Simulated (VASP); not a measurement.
Set up this calculation in VASP 6.6.1, as the native input.

```
Task                   : single point
Functional             : PBE
Potentials or basis    : VASP PAW PBE potentials, release 64 (Ir, F)
Cutoff                 : 520 eV
k mesh                 : 12 × 12 × 1
Occupations            : gaussian, width 0.1 eV
Spin                   : no spin polarisation
Dipole correction      : yes
Further INCAR settings : ALGO = Normal; EDIFF = 1e-06; NBANDS = 25
```

The structure of Ir3F lies in POSCAR:

```
Ir3F
1.0
    2.7367600872      0.0000000000      0.0000000000
   -1.3683800436      2.3701037596      0.0000000000
    0.0000000000      0.0000000000     19.8425800730
Ir F
3 1
Direct
    0.6666666667      0.3333333334      0.2015866881
    0.3333333333      0.6666666667      0.3110139949
    0.0000000000      0.0000000000      0.4204382718
    0.0000000000      0.5000000000      0.5051507103
```

These files were run (other wordings do the same):

INCAR

```
PREC = Accurate ; ENCUT = 520
EDIFF = 1E-6 ; ISMEAR = 0
SIGMA = 0.1 ; LREAL = False
LASPH = True ; NELM = 80
ALGO = Normal ; ISIF = 2
LWAVE = False ; LCHARG = False
LDIPOL = True ; IDIPOL = 3
DIPOL = 0.5 0.5 0.360 ; GGA = PE
NBANDS = 25
```

KPOINTS

```
Automatic mesh
0
Gamma
  12 12 1
```

Potentials or basis: VASP PAW PBE potentials, release 64 (Ir, F).

Run with:

```bash
$ cat potpaw_PBE.64/Ir/POTCAR potpaw_PBE.64/F/POTCAR > POTCAR
$ mpirun -np 1 vasp_std > vasp.out
```

Results of the run:

| Quantity | Value |
| --- | --- |
| Largest force | 0.782 eV/Å |
| Band gap on the k mesh | zero (bands 17 and 18 overlap by 2.05 eV) |

Caveat: spin-orbit coupling is left out, which moves the levels of the heavy elements.

Wall time 4.4 min on 1 thread of Intel Xeon 8259CL, with other jobs on the host, peak memory 0.31 GiB.
